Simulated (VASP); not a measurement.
# SnTe (CsCl type): single point with PBE

The system is SnTe (CsCl type).

```
Sn Te
1.0
     3.48529    0.00000    0.00000
     0.00000    3.48529    0.00000
     0.00000    0.00000    3.48529
Sn Te
1 1
Direct
  0.00000 0.00000 0.00000
  0.50000 0.50000 0.50000
```

This cell differs from its parent crystal: volume scaled by 0.72.

```json
{"Program": "VASP 6.6.1", "Task": "single point", "Functional": "PBE", "Potentials or basis": "VASP PAW PBE potentials, release 64 (Sn_d, Te)", "Cutoff": "520 eV", "k mesh": "13 × 13 × 13", "Occupations": "fermi-dirac, width 0.05 eV", "Spin": "no spin polarisation"}
```

- Pressure: 29.7 GPa
- Band gap on the k mesh: zero (band 10 reaches 13.36 eV, above the bottom of band 11 at 9.48 eV)

Levels at points of the mesh, in eV from the Fermi level:
| k point | band 7 | band 8 | band 9 | band 10 | band 11 | band 12 | band 13 | band 14 |
| --- | --- | --- | --- | --- | --- | --- | --- | --- |
| (0.00, 0.00, 0.00) | -4.03 | -2.80 | -2.80 | -2.80 | 2.62 | 2.62 | 7.93 | 7.93 |

Run time: 35 s on 1 thread of AMD EPYC 7R13 Processor (Zen 3), with other jobs on the host, peak memory 0.17 GiB.

Caveat: spin-orbit coupling is left out, which moves the levels of the heavy elements.
